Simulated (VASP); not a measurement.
# H6C2O in VASP: further runs, part 3 of 3

VASP 6.6.1.

**5. Single point, PBEsol**

File INCAR:

```
SYSTEM = H6C2O
ALGO = Normal
EDIFF = 1E-6
ENCUT = 520
GGA = PS
ISIF = 2
ISMEAR = -1
LASPH = .TRUE.
LCHARG = .FALSE.
LREAL = Auto
LWAVE = .FALSE.
NBANDS = 64
NELM = 60
PREC = Accurate
SIGMA = 0.05
```

File KPOINTS:

```
k-points
0
G
  1 1 1
  0 0 0
```

File POSCAR:

```
H6C2O
1.0
    7.2936330000      0.0000000000      0.0000000000
    0.0000000000      7.2936330000      0.0000000000
    0.0000000000      0.0000000000      7.2936330000
C O H
8 4 24
Direct
    0.3850481646      0.8298196523      1.0273755205
    0.3240086251      1.0251132735      0.9926603107
    0.8038106661      0.4606894808      0.1127695896
    0.6957575189      0.4455667018      0.2927896153
    0.2533579630      0.4687375962      0.6087089932
    0.2575945348      0.6673903115      0.5273914934
    0.8813577541      0.9074901356      0.8359757065
    0.8782591611      1.0882779542      0.7334890582
    0.3714472609      1.0707832434      0.8052365673
    0.7320768676      0.2773926245      0.3817987552
    0.1395875005      0.6773304881      0.3741482468
    0.7094681073      1.1868982166      0.7501337125
    0.3247901286      1.1941785390      0.7841085506
    0.1727122821      1.0448290996      1.0186007440
    0.3925478565      1.1250086205      1.0918015754
    0.3230625945      0.7635563786      1.1590794327
    0.3445059547      0.7408790653      0.9064618414
    0.5385519123      0.8225667510      1.0476534808
    0.6978278178      0.2795726081      0.5180957144
    0.7287314840      0.5627511009      0.3901759247
    0.5470798983      0.4613750102      0.2618585278
    0.7776097317      0.5924619459      0.0381291463
    0.9595629503      0.4523808642      0.1242453521
    0.7531500420      0.3564067454      0.0056624730
    0.0591063466      0.7811744846      0.3863643811
    0.2269102380      0.7692736939      0.6399691347
    0.4004999977      0.6915483683      0.4829143446
    0.3560228490      0.4596886079      0.7195591004
    0.1195974626      0.4248088710      0.6647852997
    0.2974649259      0.3612740043      0.5107742602
    0.6008528260      1.1071985662      0.7702334351
    0.9892463742      1.1819624047      0.7815583811
    0.9038979614      1.0652441657      0.5844001199
    1.0268270970      0.8590506268      0.8556092691
    0.8102272215      0.9283713617      0.9752067317
    0.8048938026      0.8019597367      0.7618562656
```

Potentials or basis: VASP PAW PBE potentials, release 64 (C, O, H).

Run with:

```sh
$ cat potpaw_PBE.64/C/POTCAR potpaw_PBE.64/O/POTCAR potpaw_PBE.64/H/POTCAR > POTCAR
$ mpirun -np 1 vasp_gam > vasp.out
```

OUTCAR:

```text
SYSTEM = H6C2O
   EDIFF = 1E-6
   ENCUT = 520
   GGA = PS
   ISIF = 2
   ISMEAR = -1
   LASPH = .TRUE.
   LREAL = Auto
   NELM = 60
   PREC = Accurate

 ion  position               nearest neighbor table
   1  0.385  0.830  0.027-  18 1.13  17 1.13  16 1.17   2 1.51
   2  0.324  0.025  0.993-  14 1.13  15 1.14   9 1.45   1 1.51
   3  0.804  0.461  0.113-  22 1.12  23 1.14  24 1.15   4 1.54
   4  0.696  0.446  0.293-  21 1.11  20 1.14  10 1.41   3 1.54
   5  0.253  0.469  0.609-  28 1.10  29 1.11  30 1.11   6 1.57
   6  0.258  0.667  0.527-  27 1.11  26 1.13  11 1.41   5 1.57
   7  0.881  0.907  0.836-  36 1.09  34 1.13  35 1.15   8 1.52
   8  0.878  0.088  0.733-  32 1.12  33 1.12  12 1.43   7 1.52
   9  0.371  0.071  0.805-  13 0.97   2 1.45
  10  0.732  0.277  0.382-  19 1.03   4 1.41
  11  0.140  0.677  0.374-  25 0.96   6 1.41
  12  0.709  0.187  0.750-  31 0.99   8 1.43
  13  0.325  0.194  0.784-   9 0.97
  14  0.173  0.045  0.019-   2 1.13
  15  0.393  0.125  0.092-   2 1.14
  16  0.323  0.764  0.159-   1 1.17
  17  0.345  0.741  0.906-   1 1.13
[... 17 lines left out ...]
  35  0.810  0.928  0.975-   7 1.15
  36  0.805  0.802  0.762-   7 1.09

  LATTYP: Found a simple cubic cell.
 ALAT       =     7.2936330000

  Lattice vectors:

 A1 = (   7.2936330000,   0.0000000000,   0.0000000000)
 A2 = (   0.0000000000,   7.2936330000,   0.0000000000)
 A3 = (   0.0000000000,   0.0000000000,   7.2936330000)

Analysis of symmetry for initial positions (statically):
=====================================================================
 Subroutine PRICEL returns:
 Original cell was already a primitive cell.

 Routine SETGRP: Setting up the symmetry group for a
 simple cubic supercell.

 Subroutine GETGRP returns: Found  1 space group operations
 (whereof  1 operations were pure point group operations)
 out of a pool of 48 trial point group operations.

The static configuration has the point symmetry C_1 .

Analysis of symmetry for dynamics (positions and initial velocities):
=====================================================================
 Subroutine PRICEL returns:
 Original cell was already a primitive cell.

 Routine SETGRP: Setting up the symmetry group for a
 simple cubic supercell.

 Subroutine GETGRP returns: Found  1 space group operations
 (whereof  1 operations were pure point group operations)
 out of a pool of 48 trial point group operations.

The dynamic configuration has the point symmetry C_1 .

 Subroutine INISYM returns: Found  1 space group operations
 (whereof  1 operations are pure point group operations),
 and found     1 'primitive' translations

----------------------------------------------------------------------------------------

                                     Primitive cell

  volume of cell :     388.0000

  direct lattice vectors                    reciprocal lattice vectors
     7.293633000  0.000000000  0.000000000     0.137105884  0.000000000  0.000000000
     0.000000000  7.293633000  0.000000000     0.000000000  0.137105884  0.000000000
     0.000000000  0.000000000  7.293633000     0.000000000  0.000000000  0.137105884

  length of vectors
     7.293633000  7.293633000  7.293633000     0.137105884  0.137105884  0.137105884

[... 99 lines left out ...]
 ===========================================

 Found      1 irreducible k-points:

 Following reciprocal coordinates:
            Coordinates               Weight
  0.000000  0.000000  0.000000      1.000000
   k-points           NKPTS =      1   k-points in BZ     NKDIM =      1   number of bands    NBANDS=     64
   number of dos      NEDOS =    301   number of ions     NIONS =     36
   total plane-waves  NPLWV = 157464
   dimension x,y,z NGX =    54 NGY =   54 NGZ =   54
   dimension x,y,z NGXF=   108 NGYF=  108 NGZF=  108
   ions per type =               8   4  24
   NGX,Y,Z   is equivalent  to a cutoff of  12.31, 12.31, 12.31 a.u.
   NGXF,Y,Z  is equivalent  to a cutoff of  24.62, 24.62, 24.62 a.u.
 SYSTEM =  H6C2O
   PREC   = accura    normal or accurate (medium, high low for compatibility)
   ISTART =      0    job   : 0-new  1-cont  2-samecut
   ICHARG =      2    charge: 1-file 2-atom 10-const
   ISPIN  =      1    spin polarized calculation?
   LNONCOLLINEAR =      F non collinear calculations
   LSORBIT =      F    spin-orbit coupling
   LASPH  =      T    aspherical Exc in radial PAW
   ENCUT  =  520.0 eV  38.22 Ry    6.18 a.u.  13.56 13.56 13.56*2*pi/ulx,y,z
   NELM   =     60;   NELMIN=  2; NELMDL= -5     # of ELM steps
   EDIFF  = 0.1E-05   stopping-criterion for ELM
   LREAL  =      T    real-space projection
   EDIFFG = 0.1E-04   stopping-criterion for IOM
   NSW    =      0    number of steps for IOM
   IBRION =     -1    ionic relax: 0-MD 1-quasi-New 2-CG
   NFREE  =      0    steps in history (QN), initial steepest desc. (CG)
   ISIF   =      2    stress and relaxation
   ISYM   =      2    0-nonsym 1-usesym 2-fastsym
   POTIM  = 0.5000    time-step for ionic-motion
   TEBEG  =    0.0;   TEEND  =   0.0 temperature during run
   PSTRESS=    0.0 pullay stress
   NELECT =      80.0000    total number of electrons
   NUPDOWN=      -1.0000    fix difference up-down
   EMIN   =  10.00;   EMAX   =-10.00  energy-range for DOS
   EFERMI =   0.00;   METHOD = LEGACY
   ISMEAR =    -1;   SIGMA  =   0.05  broadening in eV -4-tet -1-fermi 0-gaus
   EFERMI_NEDOS =   21; number of points for ismear=-14 and -15
   IALGO  =     38    algorithm
   IMIX   =      4    mixing-type and parameters
     AMIX     =   0.40;   BMIX     =  1.00
     AMIX_MAG =   1.60;   BMIX_MAG =  1.00
  volume/ion in A,a.u.               =      10.78        72.73
  Fermi-wavevector in a.u.,A,eV,Ry     =   0.967151  1.827650 12.726630  0.935381
  Thomas-Fermi vector in A             =   2.097013
   LORBIT       =      0    0 simple, 1 ext, 2 COOP (PROOUT), +10 PAW based schemes
   GGA     = PS    functional components
   LHFCALC =     F    Hartree Fock is set to
   AEXX    =    0.0000 exact exchange contribution
   IVDW    =     0    specifies the selected vdW correction
   LEPSILON=     F    determine dielectric tensor
   LRPA    =     F    only Hartree local field effects (RPA)
 non-spin polarized calculation
  energy-cutoff  :      520.00
  volume of cell :      388.00
 maximum number of plane-waves:      5198
 NGX is ok and might be reduce to    54
   NGX = 27   NGY = 27   NGZ = 27

 number of electron      79.9999979 magnetization

 Free energy of the ion-electron system (eV)
  ---------------------------------------------------
  ext. energy  EPLUGINS =         0.00000000
  ---------------------------------------------------
  free energy    TOTEN  =      -189.65641383 eV

  energy without entropy =     -189.65641383  energy(sigma->0) =     -189.65641383

 E-fermi :  -1.1914     XC(G=0):  -6.5267

 val. band max:       -2.4690395556   @ k =   0.0000   0.0000   0.0000
 cond. band min:       1.9491469341   @ k =   0.0000   0.0000   0.0000
 fundamental gap:      4.4181864897
 Fermi energy:        -1.1914259652

 k-point     1 :       0.0000    0.0000    0.0000
  band No.  band energies     occupation
      1     -23.0588      2.00000
      2     -22.7008      2.00000
      3     -22.2143      2.00000
      4     -21.4192      2.00000
      5     -15.5547      2.00000
      6     -15.3949      2.00000
[... 44 lines left out ...]
     51       5.1236      0.00000
     52       5.3246      0.00000
 [bands above 52 left out]

------------------------ aborting loop because EDIFF is reached ----------------------------------------

  FORCE on cell =-STRESS in cart. coord.  units (eV):
  Direction    XX          YY          ZZ          XY          YZ          ZX
  --------------------------------------------------------------------------------------
  -------------------------------------------------------------------------------------
  Total       -4.9436621     -4.7015882     -8.0352288     -0.0208718     -0.4618327      1.7555255
  in kB      -20.4139777    -19.4143764    -33.1800556     -0.0861866     -1.9070564      7.2491320
  external PRESSURE =     -24.3361366 kB  Pullay stress =       0.0000000 kB

 VOLUME and BASIS-vectors are now :
 -----------------------------------------------------------------------------
  energy-cutoff  :      520.00
  volume of cell :      388.00
      direct lattice vectors                 reciprocal lattice vectors
     7.293633000  0.000000000  0.000000000     0.137105884  0.000000000  0.000000000
     0.000000000  7.293633000  0.000000000     0.000000000  0.137105884  0.000000000
     0.000000000  0.000000000  7.293633000     0.000000000  0.000000000  0.137105884

 POSITION                                       TOTAL-FORCE (eV/Angst)
 -----------------------------------------------------------------------------------
      2.80840      6.05240      0.19967         0.143751     -1.023313      0.854042
      2.36320      0.18317      7.24010        -0.062792      0.458598      1.088689
      5.86270      3.36010      0.82250         0.140295     -0.365310     -1.040790
      5.07460      3.24980      2.13550         0.455460      0.834267      0.218276
      1.84790      3.41880      4.43970         0.272098      0.304186     -0.016335
      1.87880      4.86770      3.84660         0.196584     -1.197808      1.059231
[... 28 lines left out ...]
      5.90950      6.77120      7.11280         0.809547     -0.259454     -0.941886
      5.87060      5.84920      5.55670        -0.151106     -0.245507     -0.107945
 -----------------------------------------------------------------------------------
    total drift:                               -0.005682      0.014447      0.004535

  FREE ENERGIE OF THE ION-ELECTRON SYSTEM (eV)
  ---------------------------------------------------
  free  energy   TOTEN  =      -189.6564138268 eV

  energy  without entropy=     -189.6564138268  energy(sigma->0) =     -189.65641383
```

It took 47 s on 1 thread of Intel Xeon Platinum 8375C at 2.90GHz (Ice Lake), shared host; peak memory 0.36 GiB.

Results:

| Quantity | Value |
| --- | --- |
| Free energy | -189.6564 eV |
| Pressure | -2.4 GPa |
| Largest force | 1.694 eV/Å |
| Band gap on the k mesh | 4.42 eV |

Forces on the atoms (eV/Å):
```
C    0.144 -1.023  0.854
C   -0.063  0.459  1.089
C    0.140 -0.365 -1.041
C    0.455  0.834  0.218
C    0.272  0.304 -0.016
C    0.197 -1.198  1.059
C    0.003  0.470  1.133
C    0.060 -0.040 -0.407
O   -0.282 -0.128  0.383
O   -0.195 -0.308  0.932
O    0.031 -0.157 -0.073
O    0.442  0.272 -0.134
H   -0.050  0.232 -0.276
H    0.578 -0.231 -0.378
H   -0.191 -0.631 -0.611
H    0.355  0.882 -1.402
H    0.290  0.436  0.755
H   -0.794  0.011 -0.348
H    0.301 -0.010 -1.208
H    0.036 -0.389 -0.574
H   -0.028 -0.076 -0.091
H   -0.075 -0.185  0.578
H   -1.137 -0.120  0.290
H    0.523  0.483  1.026
H   -0.322  0.415  0.042
H   -0.048 -0.381 -0.707
H    0.039  0.182 -0.033
H    0.042  0.222  0.190
H   -0.046  0.341 -0.129
H   -0.144  0.347 -0.295
H   -0.201 -0.184  0.011
H   -0.251 -0.151  0.049
H    0.104  0.015  0.174
H   -0.844  0.178 -0.012
H    0.810 -0.259 -0.942
H   -0.151 -0.246 -0.108
```

Caveat: the k points lie up to 0.86 Å⁻¹ apart; the PAW data sets were made with another functional, which shifts forces and pressure a little.

**6. Relaxation of the atoms, PBEsol**

File INCAR:

```
SYSTEM = H6C2O
PREC = Accurate ; ENCUT = 520
EDIFF = 1E-6 ; ISMEAR = -1
SIGMA = 0.05 ; LREAL = Auto
LASPH = .TRUE. ; NELM = 80
ALGO = Normal ; ISIF = 2
LWAVE = .FALSE. ; LCHARG = .FALSE.
GGA = PS ; IBRION = 2
NSW = 35 ; EDIFFG = -0.3
```

File KPOINTS:

```
Automatic mesh
0
G
  1 1 1
  0 0 0
```

File POSCAR:

```
H6C2O
1.0
    7.2936330000      0.0000000000      0.0000000000
    0.0000000000      7.2936330000      0.0000000000
    0.0000000000      0.0000000000      7.2936330000
C O H
8 4 24
Direct
    0.4585028000      0.8308550000      0.9473557000
    0.3075671000      0.9525851000      1.0206463000
    0.7869563000      0.3766635000      0.1557761000
    0.6977368000      0.4703477000      0.3177466000
    0.2525924000      0.4731398000      0.6320472000
    0.2098350000      0.6513401000      0.5351567000
    0.9059659000      0.8673369000      0.7595933000
    0.8902014000      1.0634404000      0.8249095000
    0.2760764000      1.0919849000      0.8870558000
    0.7252815000      0.3549762000      0.4733136000
    0.0432809000      0.6244822000      0.4361176000
    0.7264055000      1.1369843000      0.7472397000
    0.1791877000      1.1709283000      0.9330546000
    0.1826699000      0.8716907000      1.0445799000
    0.3488248000      1.0127007000      1.1525550000
    0.4892360000      0.7205572000      1.0441059000
    0.4167831000      0.7703941000      0.8169337000
    0.5827409000      0.9112368000      0.9247807000
    0.6683345000      0.4141644000      0.5781429000
    0.7595109000      0.6060608000      0.3396985000
    0.5507970000      0.4909698000      0.2912998000
    0.7704999000      0.4587869000      0.0314552000
    0.9330843000      0.3573635000      0.1818546000
    0.7246180000      0.2424090000      0.1335133000
    0.0147246000      0.7384219000      0.3733669000
    0.1954515000      0.7628406000      0.6355397000
    0.3225279000      0.6881496000      0.4420902000
    0.3795367000      0.4848880000      0.7109006000
    0.1410342000      0.4374425000      0.7252483000
    0.2679599000      0.3628401000      0.5320282000
    0.7151562000      1.2630968000      0.7885250000
    0.8850868000      1.0677390000      0.9754796000
    1.0108069000      1.1425561000      0.7811945000
    1.0295692000      0.8029318000      0.8147741000
    0.7866167000      0.7887416000      0.8041411000
    0.9121877000      0.8634700000      0.6100864000
```

Potentials or basis: VASP PAW PBE potentials, release 64 (C, O, H).

Run with:

```sh
$ cat potpaw_PBE.64/C/POTCAR potpaw_PBE.64/O/POTCAR potpaw_PBE.64/H/POTCAR > POTCAR
$ mpirun -np 1 vasp_gam > vasp.out
```

It took 8.4 min on 1 thread of Intel Xeon Platinum 8375C at 2.90GHz (Ice Lake), shared host; peak memory 0.41 GiB.

The run converged. Its results:

```
Free energy                  : -189.1427 eV
Energy gained by relaxing    : 11.0 meV/atom
Ionic steps                  : 18
Pressure after relaxing      : 0.3 GPa
Largest force after relaxing : 0.291 eV/Å
Band gap on the k mesh       : 4.58 eV
```

Forces on the atoms (eV/Å):
```
C   -0.094 -0.044  0.121
C   -0.032 -0.143  0.001
C   -0.101  0.101  0.089
C   -0.096  0.028  0.056
C    0.033  0.083 -0.028
C    0.025  0.010 -0.036
C    0.070  0.078  0.057
C    0.068  0.108  0.049
O   -0.122 -0.075  0.253
O   -0.041  0.109 -0.143
O    0.134  0.034  0.023
O    0.195 -0.103 -0.036
H   -0.008  0.010  0.005
H    0.149  0.092  0.010
H   -0.066  0.043 -0.194
H   -0.109  0.132 -0.024
H    0.066  0.047  0.146
H   -0.059 -0.162  0.041
H   -0.128 -0.011 -0.036
H   -0.022 -0.076  0.012
H    0.074 -0.038 -0.025
H    0.018 -0.021  0.134
H    0.089 -0.014 -0.092
H    0.046 -0.023 -0.110
H    0.095 -0.042 -0.021
H    0.032 -0.050 -0.051
H    0.048 -0.093  0.019
H   -0.089  0.027 -0.064
H   -0.014  0.015 -0.032
H   -0.007  0.031 -0.027
H   -0.083 -0.019  0.145
H   -0.073  0.017 -0.109
H    0.100  0.034 -0.002
H   -0.034 -0.034 -0.059
H    0.005  0.020  0.020
H   -0.069 -0.071 -0.092
```

Stress tensor (GPa, compression positive):
```
 0.85  0.05 -0.49
 0.05 -0.13  0.41
-0.49  0.41  0.23
```

Step by step:
```csv
step,energy change (eV),largest force (eV/Å),pressure (GPa)
1,0.0000,0.6713,1.94
2,0.1026,1.8496,1.03
3,-0.0472,0.4707,1.56
4,-0.0935,0.4712,1.34
5,-0.1019,0.7191,1.21
6,-0.1237,0.4197,1.03
7,-0.1442,0.5214,0.66
8,-0.1690,0.3749,0.69
9,-0.2012,0.6318,0.81
10,-0.2317,0.4818,0.95
11,-0.2672,0.6697,1.38
12,-0.2912,0.4485,1.40
13,-0.3113,0.6706,1.45
14,-0.3295,0.3129,1.30
15,-0.3401,0.5207,1.09
16,-0.3628,0.3284,0.82
17,-0.3776,0.4164,0.32
18,-0.3952,0.2908,0.32
```

Final structure:
```
C O H
1.0
     7.29363    0.00000    0.00000
     0.00000    7.29363    0.00000
     0.00000    0.00000    7.29363
C O H
8 4 24
Direct
  0.46057 0.82639 0.95904
  0.31430 0.95326 0.03266
  0.78426 0.38238 0.14746
  0.68871 0.47572 0.30504
  0.25715 0.47077 0.62739
  0.22716 0.64715 0.52216
  0.89713 0.86490 0.76267
  0.87843 0.05959 0.82931
  0.30129 0.10121 0.90398
  0.71451 0.35957 0.46023
  0.06371 0.62845 0.41512
  0.69800 0.12476 0.79179
  0.19515 0.17586 0.93678
  0.17963 0.88092 0.04523
  0.35329 0.00256 0.17226
  0.49358 0.71282 0.05404
  0.41741 0.76874 0.82551
  0.58182 0.91269 0.93463
  0.65000 0.41302 0.56377
  0.74704 0.61407 0.32967
  0.53964 0.49348 0.27603
  0.77491 0.46345 0.01972
  0.92928 0.36562 0.18556
  0.72091 0.24685 0.12716
  0.03177 0.74880 0.36616
  0.21374 0.76416 0.61835
  0.34517 0.67864 0.43143
  0.38102 0.47949 0.71445
  0.13995 0.44403 0.71906
  0.27295 0.35166 0.53569
  0.69761 0.25634 0.81335
  0.90807 0.06570 0.97952
  0.97990 0.14670 0.75791
  0.02199 0.80395 0.82221
  0.77939 0.78015 0.80415
  0.90792 0.86066 0.61281
```

Levels at points of the mesh, in eV from the valence-band top:
```
           k point  band 36  band 37  band 38  band 39  band 40  band 41  band 42  band 43  band 44  band 45
(0.00, 0.00, 0.00)    -1.52    -0.31    -0.22    -0.13     0.00     4.58     5.44     5.99     6.59     6.98
```

Caveat: the k points lie up to 0.86 Å⁻¹ apart; the PAW data sets were made with another functional, which shifts forces and pressure a little; the relaxation stopped at a loose force limit of 0.3 eV/Å, so its end isn't a converged minimum.
